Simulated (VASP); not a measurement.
# ZnS (P1) in VASP: single point with LDA

Aim: the single point of ZnS with LDA.

All numbers are computed with VASP 6.6.1; they aren't measurements. Logs are shortened: lines on timing, memory, paths and dates and some standing lists are left out, and cuts for length are marked.

## Step 1: The cell of the first run

The typed cell holds 8 atoms: a = 5.064 Å, b = 5.325 Å, c = 5.146 Å, α = 91.07°, β = 87.98°, γ = 87.95°.

## Step 2: Single point, LDA (atoms moved at random and the cell strained at random)

The input, INCAR:

```
PREC = Accurate ; ENCUT = 520
EDIFF = 1E-7 ; ISMEAR = 0
SIGMA = 0.02 ; LREAL = False
LASPH = True ; NELM = 100
ALGO = Normal ; ISIF = 2
LWAVE = False ; LCHARG = True
GGA = CA ; LELF = True
LVHAR = True ; NBANDS = 46
```

The input, KPOINTS:

```
regular mesh
0
Gamma
  6 6 6
```

The input, POSCAR:

```
ZnS
1.0
    5.0622595833     -0.0935279814     -0.0904558429
    0.0935279814     -5.3237088275      0.0496586623
    0.0904558429      0.0496586623     -5.1447075609
Zn S
4 4
Direct
   -0.0112335474      0.4411985120      0.4352385957
    0.5472233236     -0.0052054793      0.3758144965
    0.5232726523      0.4603057445      0.1722107157
   -0.0110189933     -0.0164946971      0.0666627092
    0.6760212466      0.8589592413      0.7144676866
    0.2451088027      0.2202950785      0.7271147943
    0.2698766555      0.6623946216      0.2103997374
    0.7607498600      0.3785469786      0.2980912646
```

Potentials or basis: VASP PAW LDA potentials, release 64 (Zn, S).

On the command line:

```sh
$ cat potpaw_LDA.64/Zn/POTCAR potpaw_LDA.64/S/POTCAR > POTCAR
$ mpirun -np 1 vasp_std > vasp.out
```

OUTCAR:

```text
PREC = Accurate
   ENCUT = 520
   EDIFF = 1E-7
   ISMEAR = 0
   LREAL = False
   LASPH = True
   NELM = 100
   ISIF = 2
   GGA = CA

 ion  position               nearest neighbor table
   1  0.989  0.441  0.435-   8 1.42   7 2.19   6 2.33   3 2.76   3 2.99
   2  0.547  0.995  0.376-   5 2.02   8 2.38   7 2.46   6 2.58   4 2.70   3 2.71   3 3.02
   3  0.523  0.460  0.172-   8 1.44   7 1.65   2 2.71   1 2.76   1 2.99   2 3.02
   4  0.989  0.984  0.067-   7 2.33   6 2.52   5 2.54   8 2.61   2 2.70
   5  0.676  0.859  0.714-   2 2.02   4 2.54
   6  0.245  0.220  0.727-   1 2.33   4 2.52   2 2.58
   7  0.270  0.662  0.210-   3 1.65   1 2.19   4 2.33   2 2.46
   8  0.761  0.379  0.298-   1 1.42   3 1.44   2 2.38   4 2.61

 -----------------------------------------------------------------------------
|                                                                             |
|           W    W    AA    RRRRR   N    N  II  N    N   GGGG   !!!           |
|           W    W   A  A   R    R  NN   N  II  NN   N  G    G  !!!           |
|           W    W  A    A  R    R  N N  N  II  N N  N  G       !!!           |
|           W WW W  AAAAAA  RRRRR   N  N N  II  N  N N  G  GGG   !            |
|           WW  WW  A    A  R   R   N   NN  II  N   NN  G    G                |
|           W    W  A    A  R    R  N    N  II  N    N   GGGG   !!!           |
|                                                                             |
|     The distance between some ions is very small. Please check the          |
|     nearest-neighbor list in the OUTCAR file.                               |
|     I HOPE YOU KNOW WHAT YOU ARE DOING!                                     |
|                                                                             |
 -----------------------------------------------------------------------------

  LATTYP: Found a triclinic cell.
 ALAT       =     7.0911772843
 B/A-ratio  =     0.7141171708
 C/A-ratio  =     1.0539277756
 COS(alpha) =     0.0012749493
 COS(beta)  =     0.5101899424
 COS(gamma) =     0.6885350240

  Lattice vectors:

 A1 = (  -4.9718037404,   0.1431866437,  -5.0542517180)
 A2 = (  -5.0622595833,   0.0935279814,   0.0904558429)
 A3 = (  -0.0030721385,   5.3733674898,  -5.1943662232)

Analysis of symmetry for initial positions (statically):
=====================================================================
 Subroutine PRICEL returns:
 Original cell was already a primitive cell.

 Routine SETGRP: Setting up the symmetry group for a
 triclinic supercell.

 Subroutine GETGRP returns: Found  1 space group operations
 (whereof  1 operations were pure point group operations)
 out of a pool of  2 trial point group operations.

The static configuration has the point symmetry C_1 .

Analysis of symmetry for dynamics (positions and initial velocities):
=====================================================================
 Subroutine PRICEL returns:
 Original cell was already a primitive cell.

 Routine SETGRP: Setting up the symmetry group for a
 triclinic supercell.

 Subroutine GETGRP returns: Found  1 space group operations
 (whereof  1 operations were pure point group operations)
 out of a pool of  2 trial point group operations.

The dynamic configuration has the point symmetry C_1 .

 Subroutine INISYM returns: Found  1 space group operations
 (whereof  1 operations are pure point group operations),
 and found     1 'primitive' translations

----------------------------------------------------------------------------------------

                                     Primitive cell

  volume of cell :     138.5480

  direct lattice vectors                    reciprocal lattice vectors
     5.062259583 -0.093527981 -0.090455843     0.197667716  0.003505400  0.003509290
     0.093527981 -5.323708827  0.049658662    -0.003505400 -0.187918051 -0.001875489
     0.090455843  0.049658662 -5.144707561    -0.003509290 -0.001875489 -0.194454312

  length of vectors
     5.063931460  5.324761886  5.145742330     0.197729939  0.187960100  0.194495018

  position of ions in fractional coordinates (direct lattice)
     0.988766453  0.441198512  0.435238596
     0.547223324  0.994794521  0.375814496
     0.523272652  0.460305744  0.172210716
     0.988981007  0.983505303  0.066662709
     0.676021247  0.858959241  0.714467687
     0.245108803  0.220295079  0.727114794
     0.269876655  0.662394622  0.210399737
     0.760749860  0.378546979  0.298091265

  ion indices of the primitive-cell ions
   primitive index   ion index
                 1           1
                 2           2
                 3           3
                 4           4
                 5           5
                 6           6
                 7           7
                 8           8

----------------------------------------------------------------------------------------

 KPOINTS: regular mesh

Automatic generation of k-mesh.
 Grid dimensions read from file:
 generate k-points for:    6    6    6

 Generating k-lattice:

  Cartesian coordinates                     Fractional coordinates (reciprocal lattice)
     0.032944619  0.000584233  0.000584882     0.166666667  0.000000000  0.000000000
    -0.000584233 -0.031319675 -0.000312582    -0.000000000  0.166666667  0.000000000
    -0.000584882 -0.000312582 -0.032409052    -0.000000000  0.000000000  0.166666667

  Length of vectors
     0.032954990  0.031326683  0.032415836

  Shift w.r.t. Gamma in fractional coordinates (k-lattice)
     0.000000000  0.000000000  0.000000000

 Subroutine IBZKPT returns following result:
 ===========================================

 Found    112 irreducible k-points:

 Following reciprocal coordinates:
            Coordinates               Weight
  0.000000  0.000000  0.000000      1.000000
  0.166667 -0.000000  0.000000      2.000000
  0.333333  0.000000  0.000000      2.000000
  0.500000 -0.000000  0.000000      1.000000
 -0.000000  0.166667 -0.000000      2.000000
  0.166667  0.166667  0.000000      2.000000
[... 16 lines left out ...]
  0.333333  0.000000  0.166667      2.000000
  0.500000 -0.000000  0.166667      2.000000
 [... further k-points ...]
   k-points           NKPTS =    112   k-points in BZ     NKDIM =    112   number of bands    NBANDS=     46
   number of dos      NEDOS =    301   number of ions     NIONS =      8
   total plane-waves  NPLWV =  64000
   dimension x,y,z NGX =    40 NGY =   40 NGZ =   40
   dimension x,y,z NGXF=    80 NGYF=   80 NGZF=   80
   ions per type =               4   4
   NGX,Y,Z   is equivalent  to a cutoff of  13.13, 12.49, 12.92 a.u.
   NGXF,Y,Z  is equivalent  to a cutoff of  26.26, 24.98, 25.85 a.u.
 SYSTEM =  unknown system
   PREC   = accura    normal or accurate (medium, high low for compatibility)
   ISTART =      0    job   : 0-new  1-cont  2-samecut
   ICHARG =      2    charge: 1-file 2-atom 10-const
   ISPIN  =      1    spin polarized calculation?
   LNONCOLLINEAR =      F non collinear calculations
   LSORBIT =      F    spin-orbit coupling
   LASPH  =      T    aspherical Exc in radial PAW
   ENCUT  =  520.0 eV  38.22 Ry    6.18 a.u.   9.42  9.90  9.57*2*pi/ulx,y,z
   NELM   =    100;   NELMIN=  2; NELMDL= -5     # of ELM steps
   EDIFF  = 0.1E-06   stopping-criterion for ELM
   LREAL  =      F    real-space projection
   EDIFFG = 0.1E-05   stopping-criterion for IOM
   NSW    =      0    number of steps for IOM
   IBRION =     -1    ionic relax: 0-MD 1-quasi-New 2-CG
   NFREE  =      0    steps in history (QN), initial steepest desc. (CG)
   ISIF   =      2    stress and relaxation
   ISYM   =      2    0-nonsym 1-usesym 2-fastsym
   POTIM  = 0.5000    time-step for ionic-motion
   TEBEG  =    0.0;   TEEND  =   0.0 temperature during run
   PSTRESS=    0.0 pullay stress
   NELECT =      72.0000    total number of electrons
   NUPDOWN=      -1.0000    fix difference up-down
   EMIN   =  10.00;   EMAX   =-10.00  energy-range for DOS
   EFERMI =   0.00;   METHOD = LEGACY
   ISMEAR =     0;   SIGMA  =   0.02  broadening in eV -4-tet -1-fermi 0-gaus
   EFERMI_NEDOS =   21; number of points for ismear=-14 and -15
   IALGO  =     38    algorithm
   IMIX   =      4    mixing-type and parameters
     AMIX     =   0.40;   BMIX     =  1.00
     AMIX_MAG =   1.60;   BMIX_MAG =  1.00
  volume/ion in A,a.u.               =      17.32       116.87
  Fermi-wavevector in a.u.,A,eV,Ry     =   1.316191  2.487241 23.570175  1.732359
  Thomas-Fermi vector in A             =   2.446321
   LORBIT       =      0    0 simple, 1 ext, 2 COOP (PROOUT), +10 PAW based schemes
   GGA     = CA    functional components
   LHFCALC =     F    Hartree Fock is set to
   AEXX    =    0.0000 exact exchange contribution
   IVDW    =     0    specifies the selected vdW correction
   LEPSILON=     F    determine dielectric tensor
   LRPA    =     F    only Hartree local field effects (RPA)
 non-spin polarized calculation
 Gauss-broadening in eV      SIGMA  =   0.02
  energy-cutoff  :      520.00
  volume of cell :      138.55
 maximum number of plane-waves:      3765
 NGX is ok and might be reduce to    40
   NGX = 19   NGY = 19   NGZ = 19

 number of electron      71.9999987 magnetization

 Free energy of the ion-electron system (eV)
  ---------------------------------------------------
  ext. energy  EPLUGINS =         0.00000000
  ---------------------------------------------------
  free energy    TOTEN  =         0.27621077 eV

  energy without entropy =        0.27653216  energy(sigma->0) =        0.27637146

 E-fermi :   4.0696     XC(G=0): -10.5621

 val. band max:        4.0575528510   @ k =   0.5000   0.5000   0.3333
 cond. band min:       4.0704732710   @ k =  -0.0000   0.1667  -0.0000
 fundamental gap:      0.0129204200
 Fermi energy:         4.0696195966

 k-point     1 :       0.0000    0.0000    0.0000
  band No.  band energies     occupation
      1     -14.9032      2.00000
      2     -12.0500      2.00000
      3     -10.2556      2.00000
      4      -9.2713      2.00000
      5      -9.2375      2.00000
      6      -8.6021      2.00000
[... 38 lines left out ...]
     45      10.0261      0.00000
     46      10.7342      0.00000
[... 1086 lines left out ...]
      6      -8.6178      2.00000
[... 38 lines left out ...]
     45      10.4979      0.00000
     46      10.7346      0.00000

 [... further k-points ...]

------------------------ aborting loop because EDIFF is reached ----------------------------------------

  FORCE on cell =-STRESS in cart. coord.  units (eV):
  Direction    XX          YY          ZZ          XY          YZ          ZX
  --------------------------------------------------------------------------------------
  -------------------------------------------------------------------------------------
  Total      135.6535331     30.6063717     36.1778496     20.4769866     -1.5013343    -61.2479900
  in kB     1568.7059787    353.9340048    418.3629258    236.7971599    -17.3615246   -708.2756038
  external PRESSURE =     780.3343031 kB  Pullay stress =       0.0000000 kB

 VOLUME and BASIS-vectors are now :
 -----------------------------------------------------------------------------
  energy-cutoff  :      520.00
  volume of cell :      138.55
      direct lattice vectors                 reciprocal lattice vectors
     5.062259583 -0.093527981 -0.090455843     0.197667716  0.003505400  0.003509290
     0.093527981 -5.323708827  0.049658662    -0.003505400 -0.187918051 -0.001875489
     0.090455843  0.049658662 -5.144707561    -0.003509290 -0.001875489 -0.194454312

 POSITION                                       TOTAL-FORCE (eV/Angst)
 -----------------------------------------------------------------------------------
      5.08603     -2.41968     -2.30671        45.831415    -13.168373    -30.970051
      2.89722     -5.32851     -1.93356        -1.620928     -0.702362      1.011099
      2.70757     -2.49092     -0.91045       -27.300700     -1.757889     27.475644
      5.10449     -5.32508     -0.38358         0.017865     -0.202702      2.278548
      3.56716     -4.60060     -3.69422         2.392462      2.358328     -3.291054
      1.32718     -1.15960     -3.75202        -0.496676     -0.466187     -0.239251
      1.44717     -3.54119     -1.07396       -16.491211    -16.099000     -1.461056
      3.91348     -2.07162     -1.58361        -2.332226     30.038184      5.196122
 -----------------------------------------------------------------------------------
    total drift:                               -0.001199     -0.002098      0.001546

  FREE ENERGIE OF THE ION-ELECTRON SYSTEM (eV)
  ---------------------------------------------------
  free  energy   TOTEN  =         0.2762107661 eV

  energy  without entropy=        0.2765321614  energy(sigma->0) =        0.27637146
```

It took 5 min on 1 thread of Intel Xeon 6975P-C (Granite Rapids), shared host; peak memory 0.56 GiB.

What came out:

```
Free energy            : 0.2762 eV
Pressure               : 78.0 GPa
Largest force          : 56.860 eV/Å
Band gap on the k mesh : zero (bands 36 and 37 overlap by 0.17 eV)
```

Forces in eV/Å, atoms in the order of the input:
```
Zn   45.831 -13.168 -30.970
Zn   -1.621  -0.702   1.011
Zn  -27.301  -1.758  27.476
Zn    0.018  -0.203   2.279
S     2.392   2.358  -3.291
S    -0.497  -0.466  -0.239
S   -16.491 -16.099  -1.461
S    -2.332  30.038   5.196
```

Levels at points of the mesh, in eV from the Fermi level:
| k point | band 33 | band 34 | band 35 | band 36 | band 37 | band 38 | band 39 | band 40 |
| --- | --- | --- | --- | --- | --- | --- | --- | --- |
| (0.00, 0.00, 0.00) | -2.26 | -1.62 | -1.04 | -0.62 | 0.16 | 0.98 | 1.63 | 2.50 |
| (0.50, 0.00, 0.00) | -2.32 | -1.72 | -1.07 | -0.85 | 0.29 | 0.49 | 2.80 | 3.32 |
| (0.00, 0.50, 0.00) | -2.01 | -1.71 | -1.53 | -0.72 | 0.66 | 2.50 | 2.73 | 3.65 |
| (0.50, 0.50, 0.00) | -2.56 | -1.91 | -0.63 | 0.04 | 0.20 | 1.32 | 2.99 | 3.62 |
| (0.00, 0.00, 0.50) | -2.74 | -2.09 | -1.29 | -0.42 | 0.89 | 1.58 | 2.59 | 3.37 |
| (0.50, 0.00, 0.50) | -2.28 | -1.78 | -0.52 | -0.22 | 1.58 | 1.98 | 3.25 | 3.62 |
| (0.00, 0.50, 0.50) | -2.08 | -1.43 | -1.15 | -0.64 | 1.22 | 2.50 | 2.96 | 3.51 |
| (0.50, 0.50, 0.50) | -1.65 | -1.38 | -0.42 | -0.03 | 1.06 | 1.82 | 3.01 | 3.15 |

Caveat: the cell differs from its parent crystal (atoms moved at random and the cell strained at random); atoms lie so close that the PAW spheres overlap strongly, which falsifies energies and pressures; the cell stands under pressure; semilocal functionals underestimate gaps, so a narrow gap can read as zero; forces of over 1 eV/Å act on the atoms, so gaps and moduli don't describe the material at rest.
